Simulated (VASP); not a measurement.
Input of a VASP 6.6.1 run:

File INCAR:

```
PREC = Accurate ; ENCUT = 520
EDIFF = 1E-6 ; ISMEAR = -1
SIGMA = 0.05 ; LREAL = False
LASPH = True ; NELM = 150
ALGO = Normal ; ISIF = 2
LWAVE = False ; LCHARG = False
ISPIN = 2 ; MAGMOM = 4 4 0 0
LORBIT = 11 ; LMAXMIX = 4
GGA = PS ; NBANDS = 31
```

File KPOINTS:

```
regular mesh
0
Gamma
  12 12 7
```

POSCAR

```
MnO
1.0
    3.3717000000      0.0000000000      0.0000000000
   -1.6858500000      2.9199778539      0.0000000000
    0.0000000000      0.0000000000      5.3855000000
Mn O
2 2
Direct
    0.6666666667      0.3333333333      0.5109600000
    0.3333333333      0.6666666667      0.0109600000
    0.6666666667      0.3333333333      0.8754700000
    0.3333333333      0.6666666667      0.3754700000
```

Potentials or basis: VASP PAW PBE potentials, release 64 (Mn_pv, O).

Run with:

```bash
$ cat potpaw_PBE.64/Mn_pv/POTCAR potpaw_PBE.64/O/POTCAR > POTCAR
$ mpirun -np 1 vasp_std > vasp.out
```

Question: Estimate the site moments.

Answer: Mn +4.40; O +0.20 μB.

Question: Estimate the largest force.

Answer: 0.611 eV/Å.

Question: What does it give for the net moment?

Answer: 9.99 μB per cell.

Question: What does it give for the band gap on the k mesh?

Answer: Zero (filled and empty bands overlap).

Forces in eV/Å, atoms in the order of the input:
```
Mn   0.000  0.000 -0.611
Mn   0.000  0.000 -0.611
O    0.000  0.000  0.611
O    0.000  0.000  0.611
```

Caveat: the PAW data sets were made with another functional, which shifts forces and pressure a little; semilocal functionals often make such compounds metallic where correlation or magnetic order opens a gap, which also shifts bond lengths; only a ferromagnetic start was run, and an antiferromagnetic order may lie lower in energy. With open d or f shells a metallic result of PBEsol can be an artefact of self-interaction; +U or a hybrid may open a gap.
